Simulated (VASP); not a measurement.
Write the native input for VASP 6.6.1 that does the following.

| Property | Result |
| --- | --- |
| Task | single point |
| Functional | PBEsol |
| Potentials or basis | VASP PAW PBE potentials, release 64 (Cu) |
| Cutoff | 520 eV |
| k mesh | 22 × 22 × 22 |
| Occupations | gaussian, width 0.15 eV |
| Spin | no spin polarisation |
| Dipole correction | no |
| Further INCAR settings | ALGO = Fast; EDIFF = 1e-06; NBANDS = 12 |

The structure of Cu lies in POSCAR:

```
Cu
1.0
    0.0000000000      1.8346125000      1.8075000000
    1.8346125000      0.0000000000      1.8075000000
    1.8346125000      1.8346125000      0.0000000000
Cu
1
Direct
    0.0000000000      0.0000000000      0.0000000000
```

This cell differs from its parent crystal: strain +0.0150 x Voigt [1, 1, 0, 0, 0, 0].

These files were run (other wordings do the same):

INCAR

```
SYSTEM = Cu
PREC     = Accurate       ! precision mode
ENCUT    = 520            ! plane-wave cutoff, eV
EDIFF    = 1E-6           ! SCF threshold, eV
ISMEAR   = 0              ! smearing method
SIGMA    = 0.15           ! smearing width, eV
LREAL    = .FALSE.        ! projectors in reciprocal space
LASPH    = .TRUE.         ! aspherical terms in the spheres
NELM     = 80             ! most SCF steps
ALGO     = Fast           ! electronic algorithm
ISIF     = 2              ! what is computed and relaxed
LWAVE    = .FALSE.        ! write WAVECAR
LCHARG   = .FALSE.        ! write CHGCAR
GGA      = PS             ! functional
NBANDS   = 12             ! bands
```

KPOINTS

```
regular mesh
0
G
  22 22 22
  0 0 0
```

Potentials or basis: VASP PAW PBE potentials, release 64 (Cu).

The run is started by

```sh
$ cat potpaw_PBE.64/Cu/POTCAR > POTCAR
$ mpirun -np 1 vasp_std > vasp.out
```

Results of the run:

| Item | Value |
| --- | --- |
| Pressure | -9.4 GPa |

Caveat: the cell differs from its parent crystal (strain +0.0150 x Voigt [1, 1, 0, 0, 0, 0]); the PAW data sets were made with another functional, which shifts forces and pressure a little.

It took 47 s on 1 thread of Intel(R) Xeon(R) 6975P-C (Granite Rapids) (shared host), peak memory 0.22 GiB.
